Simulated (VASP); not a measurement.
A run of VASP 6.6.1:

File INCAR:

```
SYSTEM = BAs
PREC     = Accurate       ! precision mode
ENCUT    = 500            ! plane-wave cutoff, eV
EDIFF    = 1E-6           ! SCF threshold, eV
ISMEAR   = 0              ! smearing method
SIGMA    = 0.01           ! smearing width, eV
LREAL    = .False.        ! projectors in reciprocal space
LASPH    = .True.         ! aspherical terms in the spheres
NELM     = 120            ! most SCF steps
ALGO     = Normal         ! electronic algorithm
ISIF     = 2              ! what is computed and relaxed
LWAVE    = .False.        ! write WAVECAR
LCHARG   = .False.        ! write CHGCAR
GGA      = PS             ! functional
NBANDS   = 11             ! bands
GGA_COMPAT= .False.
```

The input KPOINTS:

```
regular mesh
0
Gamma
  4 4 4
  0 0 0
```

File POSCAR:

```
BAs
1.0
    0.0000000000      2.3600307165      2.3600307165
    2.3600307165      0.0000000000      2.3600307165
    2.3600307165      2.3600307165      0.0000000000
B As
1 1
Direct
    0.0000000000      0.0000000000      0.0000000000
    0.2500000000      0.2500000000      0.2500000000
```

Potentials or basis: VASP PAW PBE potentials, release 64 (B, As).

Command:

```console
$ cat potpaw_PBE.64/B/POTCAR potpaw_PBE.64/As/POTCAR > POTCAR
$ mpirun -np 1 vasp_std > vasp.out
```

Hardware: 1 thread of Intel(R) Xeon(R) Platinum 8259CL CPU @ 2.50GHz (Skylake/Cascade Lake), on a shared host.

Q: Estimate the wall time of this run.

A: Run time: 3.3 s on 1 thread of Intel(R) Xeon(R) Platinum 8259CL CPU @ 2.50GHz (Skylake/Cascade Lake) (shared host), peak memory 0.13 GiB. Counts: scf iterations 12, k points 8.
